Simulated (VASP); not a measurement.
MgReSe3, 5 atoms in the cell. The structure is cubic, space group Pm-3m (No. 221). The conventional cell has a = 4.726 Å, b = 4.726 Å, c = 4.726 Å, α = 90.00°, β = 90.00°, γ = 90.00°. Mg (site symmetry m-3m) has 6 Se at 2.36 Å within 3.1 Å. Re (site symmetry m-3m) has 12 Se at 3.34 Å and 8 Mg at 4.09 Å within 4.4 Å. Within 3.1 Å of Se (site symmetry 4/mmm) lie 2 Mg at 2.36 Å. 

- Program: VASP 6.6.1
- Task: relaxation of cell and atoms
- Functional: PBE
- Potentials or basis: VASP PAW PBE potentials, release 64 (Mg, Re, Se)
- Cutoff: 600 eV
- k mesh: 4 × 4 × 4
- Occupations: gaussian, width 0.1 eV
- Spin: collinear spin
- Starting moments: [0.0, 3.95, -0.2, -0.2, -0.2] μB
- Dipole correction: no
- Further INCAR settings: ALGO = Normal; EDIFF = 1e-06; IBRION = 2; EDIFFG = -0.04; NSW = 90; ISIF = 3

Potentials or basis: VASP PAW PBE potentials, release 64 (Mg, Re, Se).

The run is started by

```bash
$ cat potpaw_PBE.64/Mg/POTCAR potpaw_PBE.64/Re/POTCAR potpaw_PBE.64/Se/POTCAR > POTCAR
$ mpirun -np 1 vasp_std > vasp.out
```

Hardware: 1 thread of Intel(R) Xeon(R) 6975P-C (Granite Rapids) (shared host).

Estimate the wall time of this run.

Run time: 86 s on 1 thread of Intel(R) Xeon(R) 6975P-C (Granite Rapids), on a shared host, peak memory 0.3 GiB. Counts: scf iterations 36, k points 10, ion steps 3.
